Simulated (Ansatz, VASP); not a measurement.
## Au: VASP beside Ansatz

Contents of INCAR:

```
SYSTEM = Au
PREC = Accurate ; ENCUT = 500
EDIFF = 1E-6 ; ISMEAR = 0
SIGMA = 0.1 ; LREAL = .False.
LASPH = .True. ; NELM = 120
ALGO = Normal ; ISIF = 2
LWAVE = .False. ; LCHARG = .False.
GGA = PE ; NBANDS = 12
GGA_COMPAT = .False.
```

Contents of KPOINTS:

```
regular mesh
0
Gamma
  18 18 18
  0 0 0
```

File POSCAR:

```
Au
1.0
    0.0000000000      2.0145453994      2.0145453994
    2.0145453994      0.0000000000      2.0145453994
    2.0145453994      2.0145453994      0.0000000000
Au
1
Direct
    0.0000000000      0.0000000000      0.0000000000
```

Input for Ansatz:

```yaml
crystal:
  lattice:
    - [0.0, 2.0145453994, 2.0145453994]
    - [2.0145453994, 0.0, 2.0145453994]
    - [2.0145453994, 2.0145453994, 0.0]
  atoms:
    - { symbol: Au, position: [0.0, 0.0, 0.0] }
basis: {}
kpoints:
  mp_grid: { grid: [18, 18, 18] }
hamiltonian:
  xc: pbe
  pseudopotentials: { kind: all_electron, lapw: {} }
scf:
  occupations: { method: gaussian, width: 0.1 }
output:
  forces: true
  stress: true
  eigenvalues: true
```

Alike in both runs: task single point; functional PBE; k mesh 18 × 18 × 18; occupations gaussian, width 0.1 eV; no spin polarisation.

|  | VASP | Ansatz |
| --- | --- | --- |
| version | VASP 6.6.1 | Ansatz 0.2.0 |
| potentials or method | VASP PAW PBE potentials, release 64 (Au), cutoff 500 eV | scalar-relativistic, all-electron LAPW |

VASP gave:

* gap on the k mesh at the Fermi level (eV): none
* pressure (GPa): 17.2

**Question.** What did Ansatz give for the same quantities?

**Answer.** gap on the k mesh at the Fermi level (eV): none; pressure (GPa): 17.5.

A gap of «none» marks a metal or a gap that the smearing closes. Ansatz ran all-electron here, and VASP with PAW potentials.

Spin-orbit coupling is off throughout.
